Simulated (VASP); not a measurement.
Write the native input for VASP 6.6.1 that does the following.

- Task: relaxation of cell and atoms
- Functional: PBEsol
- Potentials or basis: VASP PAW PBE potentials, release 64 (Sn_d, O)
- Cutoff: 600 eV
- k mesh: 12 × 12 × 10
- Occupations: fermi-dirac, width 0.15 eV
- Spin: no spin polarisation
- Target pressure: 18 GPa
- Dipole correction: no
- Further INCAR settings: ALGO = Normal; EDIFF = 1e-07; IBRION = 2; EDIFFG = -0.001; NSW = 80; ISIF = 3

The structure of SnO lies in POSCAR:

```
SnO
1.0
    3.7160295289      0.0000000000      0.0000000000
    0.0000000000      3.7160295289      0.0000000000
    0.0000000000      0.0000000000      4.3690863263
Sn O
2 2
Direct
    0.0000000000      0.5000000000      0.2656936372
    0.5000000000      0.0000000000      0.7343063628
    0.0000000000      0.0000000000      0.0000000000
    0.5000000000      0.5000000000      0.0000000000
```

These files were run (other wordings do the same):

INCAR

```
PREC = Accurate ; ENCUT = 600
EDIFF = 1E-7 ; ISMEAR = -1
SIGMA = 0.15 ; LREAL = False
LASPH = True ; NELM = 100
ALGO = Normal ; ISIF = 3
LWAVE = False ; LCHARG = False
GGA = PS ; IBRION = 2
NSW = 80 ; EDIFFG = -0.001
PSTRESS = 180.0
```

KPOINTS

```
Automatic mesh
0
Gamma
  12 12 10
```

Potentials or basis: VASP PAW PBE potentials, release 64 (Sn_d, O).

Launch:

```bash
$ cat potpaw_PBE.64/Sn_d/POTCAR potpaw_PBE.64/O/POTCAR > POTCAR
$ mpirun -np 1 vasp_std > vasp.out
```

Results of the run:

```yaml
Relaxed_volume: 13.64 Å³/atom
Relaxed_cell: a = 3.627 Å, b = 3.627 Å, c = 4.148 Å, α = 90.00°, β = 90.00°, γ = 90.00°
Space_group_after_relaxing_to_0.1_Å: P4/nmm (No. 129)
Energy_change_on_relaxing_the_run_minimises_the_enthalpy: +106.7 meV/atom
Ionic_steps: 24
Pressure_after_relaxing: 18.0 GPa
Band_gap_on_the_k_mesh: zero (bands 20 and 21 overlap by 1.65 eV)
```

Caveat: the cell is relaxed towards a set pressure, so the run minimises the enthalpy, not the energy; the PAW data sets were made with another functional, which shifts forces and pressure a little; spin-orbit coupling is left out, which moves the levels of the heavy elements.

Run time: 19 min on 1 thread of Intel(R) Xeon(R) 6975P-C (Granite Rapids), on a shared host, peak memory 0.4 GiB.
